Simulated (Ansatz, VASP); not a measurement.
# GaAs in VASP and in Ansatz

File INCAR:

```
SYSTEM = GaAs
PREC     = Accurate       ! precision mode
ENCUT    = 520            ! plane-wave cutoff, eV
EDIFF    = 1E-6           ! SCF threshold, eV
ISMEAR   = 0              ! smearing method
SIGMA    = 0.01           ! smearing width, eV
LREAL    = .False.        ! projectors in reciprocal space
LASPH    = .True.         ! aspherical terms in the spheres
NELM     = 80             ! most SCF steps
ALGO     = Normal         ! electronic algorithm
ISIF     = 2              ! what is computed and relaxed
LWAVE    = .False.        ! write WAVECAR
LCHARG   = .True.         ! write CHGCAR
GGA      = PS             ! functional
LELF     = .True.         ! ELF
LVHAR    = .True.       
NBANDS   = 26             ! bands
```

The input KPOINTS:

```
Automatic mesh
0
Gamma
  10 10 6
  0 0 0
```

The input POSCAR:

```
GaAs
1.0
    2.8289764104      2.8289764104      0.0000000000
   -2.8289764104      2.8289764104      0.0000000000
    0.0000000000      0.0000000000      5.8842709337
Ga As
2 2
Direct
    0.0000000000      0.0000000000      0.0000000000
    0.5000000000      0.5000000000      0.5000000000
    0.5000000000      0.0000000000      0.7500000000
    0.0000000000      0.5000000000      0.2500000000
```

Input for Ansatz:

```yaml
crystal:
  lattice:
    - [2.8289764104, 2.8289764104, 0.0]
    - [-2.8289764104, 2.8289764104, 0.0]
    - [0.0, 0.0, 5.8842709337]
  atoms:
    - { symbol: Ga, position: [0.0, 0.0, 0.0] }
    - { symbol: Ga, position: [0.5, 0.5, 0.5] }
    - { symbol: As, position: [0.5, 0.0, 0.75] }
    - { symbol: As, position: [0.0, 0.5, 0.25] }
basis:
  ecutwfc: 420
kpoints:
  mp_grid: { grid: [10, 10, 6] }
  band_path: { path: [VBM, CBM], npoints: 2 }
hamiltonian:
  xc: pbesol
scf:
  occupations: { method: gaussian, width: 0.01 }
output:
  forces: true
  stress: true
  eigenvalues: true
checkpoint:
  read: start.run
  write: ck
  compress: false
  write_wavefunctions: false
  write_every: 100000
```

Alike in both runs: task single point; functional PBEsol; k mesh 10 × 10 × 6; occupations gaussian, width 0.01 eV; no spin polarisation.

```csv
,VASP,Ansatz
version,VASP 6.6.1,Ansatz 0.2.0
potentials or method,"VASP PAW PBE potentials, release 64 (Ga_d, As), cutoff 520 eV","scalar-relativistic, plane waves, PAW"
valence electrons in the cell,36,56
```

```tsv
	VASP	Ansatz	Ansatz less VASP
gap on the k mesh at the Fermi level (eV)	0.06	0.05	-0.012
least direct gap on the mesh (eV)	0.06	0.05	-0.012
pressure (GPa)	-2.3	-2.5	-0.15
traceless stress, the component that is largest in VASP (GPa)	-1.68	-1.68	+0.004
```

VASP's potentials were made for PBE, not for PBEsol. VASP's potentials hold 36 valence electrons a cell and Ansatz's 56, so a difference there can come from the potentials and not from the codes.
